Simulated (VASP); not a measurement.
InP:

```
In P
1.0
     0.00000    2.89089    2.89089
     2.89089    0.00000    2.89089
     2.89089    2.89089    0.00000
In P
1 1
Direct
  0.00000 0.00000 0.00000
  0.75000 0.75000 0.75000
```

Program: VASP 6.6.1. Alike in all runs: task single point; cell as given; smearing fermi-dirac 0.05 eV.

Order these runs on this cell by their pressure, lowest first.
A. level LDA; potentials or basis VASP PAW LDA potentials, release 64 (In_d, P); spin non-collinear, zero start, SOC; k mesh 8 × 8 × 8; cutoff (eV) 520
B. level b88 exchange, pbe correlation; potentials or basis VASP PAW PBE potentials, release 64 (In_d, P); spin off; k mesh 8 × 8 × 8; cutoff (eV) 500
C. level B3LYP; potentials or basis VASP PAW PBE potentials, release 64 (In_d, P); spin off; k mesh 4 × 4 × 4; cutoff (eV) 520; grid for exact exchange (PRECFOCK) Normal; share of exact exchange 0.2
D. level r2SCAN; potentials or basis VASP PAW PBE potentials, release 64 (In_d, P); spin off; k mesh 8 × 8 × 8; cutoff (eV) 520

A (1.7 GPa), D (4.9 GPa), B (6.5 GPa), C (8.1 GPa).

Caveats: some runs use coarse meshes; the PAW data sets were made with another functional, which shifts forces and pressure a little (at least some runs); the cell stands under pressure (at least some runs).
